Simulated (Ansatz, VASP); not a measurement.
## MoS in VASP and in Ansatz

```
Mo S
1.0
     3.20534    0.00000    0.00000
    -1.60267    2.77591    0.00000
     0.00000    0.00000    3.28123
Mo S
1 1
Direct
  0.66667 0.33333 0.50000
  0.33333 0.66667 0.00000
```

Change from the starting cell: species swapped into the NbN type (P-6m2, No. 187).

Alike in both runs: functional PBE; k mesh 18 × 18 × 18; occupations gaussian, width 0.1 eV; no spin polarisation.

Ansatz relaxed the structure, and its values are those at the end. VASP's run is a single point on that final structure, the one shown.

|  | VASP | Ansatz |
| --- | --- | --- |
| version | VASP 6.6.1 | Ansatz 0.2.0 |
| potentials or method | VASP PAW PBE potentials, release 64 (Mo_sv, S), cutoff 520 eV | scalar-relativistic, plane waves, PAW |
| valence electrons in the cell | 20 | 20 |

Ansatz gave:

* gap on the k mesh at the Fermi level (eV): none
* pressure (GPa): 0.0

Q: What did VASP give for the same quantities?

A: gap on the k mesh at the Fermi level (eV): none; pressure (GPa): 0.1.

A gap of «none» marks a metal or a gap that the smearing closes. With one functional, cell and mesh, what is left measures potentials, basis and numerics.
